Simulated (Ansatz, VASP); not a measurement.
# GaP: VASP beside Ansatz

INCAR

```
SYSTEM = GaP
ALGO = Normal ; EDIFF = 1E-6
ENCUT = 520 ; GGA = PE
ISIF = 2 ; ISMEAR = 0
LASPH = .True. ; LCHARG = .True.
LELF = .True. ; LREAL = .False.
LVHAR = .True. ; LWAVE = .False.
NBANDS = 16 ; NELM = 80
PREC = Accurate ; SIGMA = 0.05
```

The input KPOINTS:

```
k-points
0
Gamma
  10 10 10
  0 0 0
```

Contents of POSCAR:

```
GaP
1.0
    0.0000000000      2.9605664555      2.3092418353
    2.9605664555      0.0000000000      2.3092418353
    2.9605664555      2.9605664555      0.0000000000
Ga P
1 1
Direct
    0.0000000000      0.0000000000      0.0000000000
    0.7500000000      0.7500000000      0.7500000000
```

Input for Ansatz:

```yaml
crystal:
  lattice:
    - [0.0, 2.9605664555, 2.3092418353]
    - [2.9605664555, 0.0, 2.3092418353]
    - [2.9605664555, 2.9605664555, 0.0]
  atoms:
    - { symbol: Ga, position: [0.0, 0.0, 0.0] }
    - { symbol: P, position: [0.75, 0.75, 0.75] }
basis:
  ecutwfc: 420
kpoints:
  mp_grid: { grid: [10, 10, 10] }
hamiltonian:
  xc: pbe
scf:
  occupations: { method: gaussian, width: 0.05 }
output:
  forces: true
  stress: true
  eigenvalues: true
```

Alike in both runs: task single point; functional PBE; k mesh 10 × 10 × 10; occupations gaussian, width 0.05 eV; no spin polarisation.

```csv
,VASP,Ansatz
version,VASP 6.6.1,Ansatz 0.2.0
potentials or method,"VASP PAW PBE potentials, release 64 (Ga_d, P), cutoff 520 eV","scalar-relativistic, plane waves, PAW"
valence electrons in the cell,18,18
```

|  | VASP | Ansatz | Ansatz less VASP |
| --- | --- | --- | --- |
| gap on the k mesh at the Fermi level (eV) | none | none | - |
| pressure (GPa) | 0.9 | 0.9 | +0.05 |
| traceless stress, the component that is largest in VASP (GPa) | 7.19 | 7.17 | -0.011 |

A gap of «none» marks a metal or a gap that the smearing closes.
